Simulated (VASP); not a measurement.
# H8C2O in VASP: notebook

The runs below take H8C2O through single point, with PBE.

All numbers are computed with VASP 6.6.1; they aren't measurements. Logs are shortened: lines on timing, memory, paths and dates and some standing lists are left out, and cuts for length are marked.

**1. The cell of the first run**

The cell holds a disordered packing, 33 atoms: a = 5.767 Å, b = 5.767 Å, c = 5.767 Å, α = 90.00°, β = 90.00°, γ = 90.00°.

**2. Single point, PBE**

INCAR

```
  PREC = Accurate
  ENCUT = 520
  EDIFF = 1E-6
  ISMEAR = -1
  SIGMA = 0.02
  LREAL = Auto
  LASPH = True
  NELM = 120
  ALGO = Normal
  ISIF = 2
  LWAVE = False
  LCHARG = False
  GGA = PE
  NBANDS = 55
  GGA_COMPAT = False
```

KPOINTS

```
regular mesh
0
Gamma
  1 1 1
```

POSCAR

```
H8C2O
1.0
    5.7669070000      0.0000000000      0.0000000000
    0.0000000000      5.7669070000      0.0000000000
    0.0000000000      0.0000000000      5.7669070000
H C O
24 6 3
Direct
   -0.3770131892      0.3170156897      0.0336922375
   -0.2767514718      0.3023111002      0.1143767361
   -0.1041286083      0.2087947664      0.7984522726
   -0.0905858201      0.1118450497      0.8825354735
    0.3626033851      1.1309875467      0.8820846253
    0.3224085285      1.0762788441      1.0167495332
    0.5205043189      0.6370485947      0.5921545119
    0.6463950260      0.2393484063      0.5817329810
    0.5083660964      0.3943188264      0.3767704248
    0.2934155172     -0.0278138697      0.5979288378
    0.1639353643      0.2081358343      0.6998899063
    0.1738713664      0.1855760809      0.4013936760
    0.4521661265      0.7333567196      0.0568068811
    0.1032269118      0.5468616019      0.2905890454
    0.2420534959      0.3338704786      0.1231509369
   -0.0661186317      0.4952568162     -0.0417728255
    0.0270162151      0.7888804172      0.0031559378
    0.1391907308      0.5759933358     -0.2287534722
    1.0762441635      1.0328760287      0.2159389773
    0.7910132763      0.7073289027      0.2370594844
    0.6059400646      0.9389608676      0.3359859973
    0.8146828100      0.6781624881      0.6360081756
    1.0662734807      0.7782161217      0.5827560597
    0.8414736010      1.0284369073      0.6437939783
    0.2884215057      0.1452425017      0.5598841805
    0.4765639536      0.3149695322      0.5292091584
    0.0803723729      0.6054371954     -0.0500614974
    0.2304875040      0.5191691144      0.1586639077
    0.8705533139      0.8450283662      0.5756118488
    0.7860886260      0.8634611240      0.3277840270
    0.4237106650      0.5163253023      0.6637526841
    0.4236066231      0.6397190036      0.1879690448
    0.9200599212      1.0047847139      0.1574847661
```

Potentials or basis: VASP PAW PBE potentials, release 64 (H, C, O).

Launch:

```bash
> cat potpaw_PBE.64/H/POTCAR potpaw_PBE.64/C/POTCAR potpaw_PBE.64/O/POTCAR > POTCAR
> mpirun -np 1 vasp_gam > vasp.out
```

OUTCAR:

```text
PREC = Accurate
   ENCUT = 520
   EDIFF = 1E-6
   ISMEAR = -1
   LREAL = Auto
   LASPH = True
   NELM = 120
   ISIF = 2
   GGA = PE

 ion  position               nearest neighbor table
   1  0.623  0.317  0.034-   2 0.75
   2  0.723  0.302  0.114-   1 0.75
   3  0.896  0.209  0.798-   4 0.74
   4  0.909  0.112  0.883-   3 0.74
   5  0.363  0.131  0.882-   6 0.87
   6  0.322  0.076  0.017-   5 0.87
[... 16 lines left out ...]
  23  0.066  0.778  0.583-  29 1.19
  24  0.841  0.028  0.644-  29 1.14
  25  0.288  0.145  0.560-  10 1.02  11 1.14  12 1.15  26 1.47
  26  0.477  0.315  0.529-   9 1.01   8 1.11  31 1.43  25 1.47
  27  0.080  0.605  0.950-  16 1.06  18 1.10  17 1.14  28 1.56
  28  0.230  0.519  0.159-  14 1.07  15 1.09  32 1.32  27 1.56
  29  0.871  0.845  0.576-  22 1.07  24 1.14  23 1.19  30 1.51
  30  0.786  0.863  0.328-  20 1.04  21 1.13  33 1.49  29 1.51
  31  0.424  0.516  0.664-   7 0.98  26 1.43
  32  0.424  0.640  0.188-  13 0.94  28 1.32
  33  0.920  0.005  0.157-  19 0.98  30 1.49

  LATTYP: Found a simple cubic cell.
 ALAT       =     5.7669070000

  Lattice vectors:

 A1 = (   5.7669070000,   0.0000000000,   0.0000000000)
 A2 = (   0.0000000000,   5.7669070000,   0.0000000000)
 A3 = (   0.0000000000,   0.0000000000,   5.7669070000)

Analysis of symmetry for initial positions (statically):
=====================================================================
 Subroutine PRICEL returns:
 Original cell was already a primitive cell.

 Routine SETGRP: Setting up the symmetry group for a
 simple cubic supercell.

 Subroutine GETGRP returns: Found  1 space group operations
 (whereof  1 operations were pure point group operations)
 out of a pool of 48 trial point group operations.

The static configuration has the point symmetry C_1 .

Analysis of symmetry for dynamics (positions and initial velocities):
=====================================================================
 Subroutine PRICEL returns:
 Original cell was already a primitive cell.

 Routine SETGRP: Setting up the symmetry group for a
 simple cubic supercell.

 Subroutine GETGRP returns: Found  1 space group operations
 (whereof  1 operations were pure point group operations)
 out of a pool of 48 trial point group operations.

The dynamic configuration has the point symmetry C_1 .

 Subroutine INISYM returns: Found  1 space group operations
 (whereof  1 operations are pure point group operations),
 and found     1 'primitive' translations

----------------------------------------------------------------------------------------

                                     Primitive cell

  volume of cell :     191.7913

  direct lattice vectors                    reciprocal lattice vectors
     5.766907000  0.000000000  0.000000000     0.173403178  0.000000000  0.000000000
     0.000000000  5.766907000  0.000000000     0.000000000  0.173403178  0.000000000
     0.000000000  0.000000000  5.766907000     0.000000000  0.000000000  0.173403178

  length of vectors
     5.766907000  5.766907000  5.766907000     0.173403178  0.173403178  0.173403178

  position of ions in fractional coordinates (direct lattice)
     0.622986811  0.317015690  0.033692237
     0.723248528  0.302311100  0.114376736
     0.895871392  0.208794766  0.798452273
     0.909414180  0.111845050  0.882535473
     0.362603385  0.130987547  0.882084625
     0.322408528  0.076278844  0.016749533
[... 25 lines left out ...]
     0.423606623  0.639719004  0.187969045
     0.920059921  0.004784714  0.157484766

  ion indices of the primitive-cell ions
   primitive index   ion index
                 1           1
                 2           2
                 3           3
                 4           4
                 5           5
                 6           6
[... 25 lines left out ...]
                32          32
                33          33

----------------------------------------------------------------------------------------

 KPOINTS: regular mesh

Automatic generation of k-mesh.
 Grid dimensions read from file:
 generate k-points for:    1    1    1

 Generating k-lattice:

  Cartesian coordinates                     Fractional coordinates (reciprocal lattice)
     0.173403178  0.000000000  0.000000000     1.000000000  0.000000000  0.000000000
     0.000000000  0.173403178  0.000000000     0.000000000  1.000000000  0.000000000
     0.000000000  0.000000000  0.173403178     0.000000000  0.000000000  1.000000000

  Length of vectors
     0.173403178  0.173403178  0.173403178

  Shift w.r.t. Gamma in fractional coordinates (k-lattice)
     0.000000000  0.000000000  0.000000000

 Subroutine IBZKPT returns following result:
 ===========================================

 Found      1 irreducible k-points:

 Following reciprocal coordinates:
            Coordinates               Weight
  0.000000  0.000000  0.000000      1.000000
   k-points           NKPTS =      1   k-points in BZ     NKDIM =      1   number of bands    NBANDS=     55
   number of dos      NEDOS =    301   number of ions     NIONS =     33
   total plane-waves  NPLWV = 110592
   dimension x,y,z NGX =    48 NGY =   48 NGZ =   48
   dimension x,y,z NGXF=    96 NGYF=   96 NGZF=   96
   ions per type =              24   6   3
   NGX,Y,Z   is equivalent  to a cutoff of  13.84, 13.84, 13.84 a.u.
   NGXF,Y,Z  is equivalent  to a cutoff of  27.67, 27.67, 27.67 a.u.
 SYSTEM =  unknown system
   PREC   = accura    normal or accurate (medium, high low for compatibility)
   ISTART =      0    job   : 0-new  1-cont  2-samecut
   ICHARG =      2    charge: 1-file 2-atom 10-const
   ISPIN  =      1    spin polarized calculation?
   LNONCOLLINEAR =      F non collinear calculations
   LSORBIT =      F    spin-orbit coupling
   LASPH  =      T    aspherical Exc in radial PAW
   ENCUT  =  520.0 eV  38.22 Ry    6.18 a.u.  10.72 10.72 10.72*2*pi/ulx,y,z
   NELM   =    120;   NELMIN=  2; NELMDL= -5     # of ELM steps
   EDIFF  = 0.1E-05   stopping-criterion for ELM
   LREAL  =      T    real-space projection
   EDIFFG = 0.1E-04   stopping-criterion for IOM
   NSW    =      0    number of steps for IOM
   IBRION =     -1    ionic relax: 0-MD 1-quasi-New 2-CG
   NFREE  =      0    steps in history (QN), initial steepest desc. (CG)
   ISIF   =      2    stress and relaxation
   ISYM   =      2    0-nonsym 1-usesym 2-fastsym
   POTIM  = 0.5000    time-step for ionic-motion
   TEBEG  =    0.0;   TEEND  =   0.0 temperature during run
   PSTRESS=    0.0 pullay stress
   NELECT =      66.0000    total number of electrons
   NUPDOWN=      -1.0000    fix difference up-down
   EMIN   =  10.00;   EMAX   =-10.00  energy-range for DOS
   EFERMI =   0.00;   METHOD = LEGACY
   ISMEAR =    -1;   SIGMA  =   0.02  broadening in eV -4-tet -1-fermi 0-gaus
   EFERMI_NEDOS =   21; number of points for ismear=-14 and -15
   IALGO  =     38    algorithm
   IMIX   =      4    mixing-type and parameters
     AMIX     =   0.40;   BMIX     =  1.00
     AMIX_MAG =   1.60;   BMIX_MAG =  1.00
  volume/ion in A,a.u.               =       5.81        39.22
  Fermi-wavevector in a.u.,A,eV,Ry     =   1.147220  2.167931 17.906799  1.316113
  Thomas-Fermi vector in A             =   2.283900
   LORBIT       =      0    0 simple, 1 ext, 2 COOP (PROOUT), +10 PAW based schemes
   GGA     = PE    functional components
   LHFCALC =     F    Hartree Fock is set to
   AEXX    =    0.0000 exact exchange contribution
   IVDW    =     0    specifies the selected vdW correction
   LEPSILON=     F    determine dielectric tensor
   LRPA    =     F    only Hartree local field effects (RPA)
 non-spin polarized calculation
  energy-cutoff  :      520.00
  volume of cell :      191.79
 maximum number of plane-waves:      2569
 NGX is ok and might be reduce to    42
   NGX = 21   NGY = 21   NGZ = 21

 number of electron      65.9999996 magnetization

 Free energy of the ion-electron system (eV)
  ---------------------------------------------------
  ext. energy  EPLUGINS =         0.00000000
  ---------------------------------------------------
  free energy    TOTEN  =      -153.29786136 eV

  energy without entropy =     -153.29786136  energy(sigma->0) =     -153.29786136

 E-fermi :   0.3585     XC(G=0):  -8.9515

 val. band max:       -0.1961603592   @ k =   0.0000   0.0000   0.0000
 cond. band min:       4.8568229208   @ k =   0.0000   0.0000   0.0000
 fundamental gap:      5.0529832801
 Fermi energy:         0.3585383577

 k-point     1 :       0.0000    0.0000    0.0000
  band No.  band energies     occupation
      1     -21.3661      2.00000
      2     -20.4160      2.00000
      3     -20.2466      2.00000
      4     -13.9251      2.00000
      5     -13.4520      2.00000
      6     -12.8279      2.00000
[... 37 lines left out ...]
     44       9.3999      0.00000
     45       9.6598      0.00000
 [bands above 45 left out]

------------------------ aborting loop because EDIFF is reached ----------------------------------------

  FORCE on cell =-STRESS in cart. coord.  units (eV):
  Direction    XX          YY          ZZ          XY          YZ          ZX
  --------------------------------------------------------------------------------------
  -------------------------------------------------------------------------------------
  Total       18.4210624     19.0022871     18.2959185      5.4244014      2.6765754      1.0661998
  in kB      153.8850443    158.7404529    152.8396226     45.3141210     22.3594556      8.9067717
  external PRESSURE =     155.1550399 kB  Pullay stress =       0.0000000 kB

 VOLUME and BASIS-vectors are now :
 -----------------------------------------------------------------------------
  energy-cutoff  :      520.00
  volume of cell :      191.79
      direct lattice vectors                 reciprocal lattice vectors
     5.766907000  0.000000000  0.000000000     0.173403178  0.000000000  0.000000000
     0.000000000  5.766907000  0.000000000     0.000000000  0.173403178  0.000000000
     0.000000000  0.000000000  5.766907000     0.000000000  0.000000000  0.173403178

 POSITION                                       TOTAL-FORCE (eV/Angst)
 -----------------------------------------------------------------------------------
      3.59271      1.82820      0.19430         0.054672      0.172358      0.134683
      4.17091      1.74340      0.65960        -0.319961     -0.032319     -0.154477
      5.16641      1.20410      4.60460         0.129876      0.864310      0.282553
      5.24451      0.64500      5.08950         0.042028      0.679562      0.300588
      2.09110      0.75539      5.08690        -0.605013     -1.427306      2.928233
      1.85930      0.43989      0.09659         1.131205      0.697992     -2.270959
[... 25 lines left out ...]
      2.44290      3.68920      1.08400         2.014797      1.079455      1.493825
      5.30590      0.02759      0.90820        -0.493796      0.549212      2.327048
 -----------------------------------------------------------------------------------
    total drift:                                0.006792      0.001435     -0.007495

  FREE ENERGIE OF THE ION-ELECTRON SYSTEM (eV)
  ---------------------------------------------------
  free  energy   TOTEN  =      -153.2978613596 eV

  energy  without entropy=     -153.2978613596  energy(sigma->0) =     -153.29786136
```

Wall time 55 s (1 thread of AMD EPYC 7R43 (Zen 3), shared host); peak memory 0.25 GiB.

Results:

- Free energy: -153.2979 eV
- Pressure: 15.5 GPa
- Largest force: 5.508 eV/Å
- Band gap on the k mesh: 5.05 eV

Forces on the atoms (eV/Å):
```
H    0.055  0.172  0.135
H   -0.320 -0.032 -0.154
H    0.130  0.864  0.283
H    0.042  0.680  0.301
H   -0.605 -1.427  2.928
H    1.131  0.698 -2.271
H   -0.412 -0.190  0.316
H   -0.033  0.256  0.116
H    0.425 -0.056 -3.551
H    1.069 -2.435 -0.126
H    0.775  0.016 -0.929
H    0.563 -0.844  1.124
H    0.384  0.662 -1.219
H   -0.173 -0.178  1.623
H    0.594  0.263  0.622
H   -1.387 -0.443  0.204
H    0.434 -1.616 -1.518
H    0.448  0.343  0.985
H   -0.100 -0.162  0.217
H   -0.656 -1.880 -0.374
H    1.089 -0.306 -0.510
H   -1.267 -0.104  1.049
H   -2.121  1.622 -0.399
H    0.076 -2.773  0.306
C   -3.463  3.394 -1.585
C    1.885 -0.821  3.601
C    0.326  0.948  1.114
C   -4.096 -0.982 -3.550
C    2.484  0.373 -2.517
C   -0.125  1.870 -0.252
O    1.325  0.459  0.209
O    2.015  1.079  1.494
O   -0.494  0.549  2.327
```

Levels at points of the mesh, in eV from the valence-band top:
| k point | band 30 | band 31 | band 32 | band 33 | band 34 | band 35 | band 36 | band 37 |
| --- | --- | --- | --- | --- | --- | --- | --- | --- |
| (0.00, 0.00, 0.00) | -1.25 | -0.86 | -0.50 | 0.00 | 5.05 | 5.77 | 6.13 | 6.62 |

Caveat: the k points lie up to 1.09 Å⁻¹ apart, too coarse for converged energies, forces and pressures; the atoms stand as in a frame of molecular dynamics.

**3. Single point, PBE**

This run uses another cell than the first one, of 6.53 Å³/atom.

INCAR

```
SYSTEM = H8C2O
  PREC = Accurate
  ENCUT = 520
  EDIFF = 1E-6
  ISMEAR = -1
  SIGMA = 0.02
  LREAL = Auto
  LASPH = .TRUE.
  NELM = 120
  ALGO = Normal
  ISIF = 2
  LWAVE = .FALSE.
  LCHARG = .TRUE.
  GGA = PE
  LELF = .TRUE.
  LVHAR = .TRUE.
  NBANDS = 55
  GGA_COMPAT = .FALSE.
```

KPOINTS

```
regular mesh
0
G
  1 1 1
  0 0 0
```

POSCAR

```
H8C2O
1.0
    5.9966550000      0.0000000000      0.0000000000
    0.0000000000      5.9966550000      0.0000000000
    0.0000000000      0.0000000000      5.9966550000
H C O
24 6 3
Direct
   -0.2181382788      0.4025244074      0.0583658723
   -0.3070878682      0.4430803506     -0.0157921374
   -0.0413063616      0.2457036464      0.9924699687
    0.0570651472      0.2262928249      1.0517696949
    0.2715180380      1.3713311838      0.7683283431
    0.3588834108      1.3261393227      0.8552101130
    0.3316515624      0.4878886646      0.6013352444
    0.5907460076      0.1585550611      0.6663548261
    0.6368717227      0.2438025866      0.3718239585
    0.2734691257     -0.0023012830      0.3974048866
    0.0911341406      0.2455702387      0.4877385809
    0.3289167044      0.2696503301      0.2530410704
    0.4888058426      0.6719245980      0.2525741434
    0.1348751929      0.6106737840      0.2636469832
    0.2717681774      0.4728802974      0.0709061969
   -0.0794943181      0.6905516492     -0.1111286209
    0.1084437907      0.9323364442     -0.0279655908
    0.2350477058      0.7528030210     -0.2027463644
    0.8842262895      0.9273003033      0.0721068662
    0.7447985585      0.6858323515      0.2744863595
    0.5838088067      0.8595125116      0.4270881016
    0.8619972301      0.6654543241      0.6372552698
    1.0960777300      0.8033145145      0.4679942401
    0.8977671719      0.9112079985      0.6855988880
    0.2979994680      0.1772654922      0.4257540245
    0.5178220191      0.2515902616      0.5157375237
    0.1012064226      0.7411131706     -0.0831296781
    0.2144362149      0.6436254879      0.1034076498
    0.9179284118      0.8115691164      0.5424524172
    0.7541704500      0.8333479248      0.3664042704
    0.4784000414      0.4793505713      0.5303790196
    0.4189002035      0.7421971082      0.1221681087
    0.7942261144      0.9945044362      0.1959092194
```

Potentials or basis: VASP PAW PBE potentials, release 64 (H, C, O).

Launch:

```bash
> cat potpaw_PBE.64/H/POTCAR potpaw_PBE.64/C/POTCAR potpaw_PBE.64/O/POTCAR > POTCAR
> mpirun -np 1 vasp_gam > vasp.out
```

Run time: 62 s. Hardware: 1 thread of AMD EPYC 7R43 (Zen 3), shared host; peak memory 0.27 GiB.

It converged, with:

| Quantity | Value |
| --- | --- |
| Free energy | -153.7003 eV |
| Pressure | 10.7 GPa |
| Largest force | 4.393 eV/Å |
| Band gap on the k mesh | 4.85 eV |

Forces on the atoms (eV/Å):
```
H   -0.087 -0.071  0.239
H   -0.803  0.284 -0.356
H   -1.221  0.383 -1.275
H    1.790 -0.271  0.729
H    0.105 -1.133  1.703
H   -0.845  0.023 -0.446
H    0.313  0.749 -0.245
H   -0.614  1.005 -0.570
H    0.094 -0.664  0.735
H    0.251  0.632 -0.157
H    3.689 -0.727 -0.407
H   -1.374 -1.539  1.409
H   -0.158 -0.063 -0.356
H   -0.628  0.670  0.076
H   -1.018 -0.257 -0.364
H    2.093 -0.059  0.284
H   -0.216 -1.644 -0.885
H   -0.359 -0.414 -1.335
H   -0.755  0.358  1.209
H    0.253 -2.045 -0.415
H    0.403  0.258  0.404
H    0.413 -0.922 -1.216
H   -1.995 -0.107  1.431
H    0.274  2.193  0.159
C   -2.776  0.162 -2.672
C    0.312 -0.744  0.150
C   -1.037  3.001  1.753
C    0.880 -4.014  1.556
C    0.880 -1.122 -0.709
C   -0.797  1.245 -1.051
O    1.194  2.390  0.472
O    1.359  1.815  0.387
O    0.380  0.627 -0.233
```

Stress tensor (GPa, compression positive):
```
 5.42  1.92  5.78
 1.92 13.40  3.44
 5.78  3.44 13.35
```

Levels at points of the mesh, in eV from the valence-band top:
```
           k point  band 31  band 32  band 33  band 34  band 35  band 36
(0.00, 0.00, 0.00)    -1.19    -0.75     0.00     4.85     5.08     5.79
```

Caveat: the k points lie up to 1.05 Å⁻¹ apart, too coarse for converged energies, forces and pressures; the atoms stand as in a frame of molecular dynamics.

(Continued in part 2 of 2.)
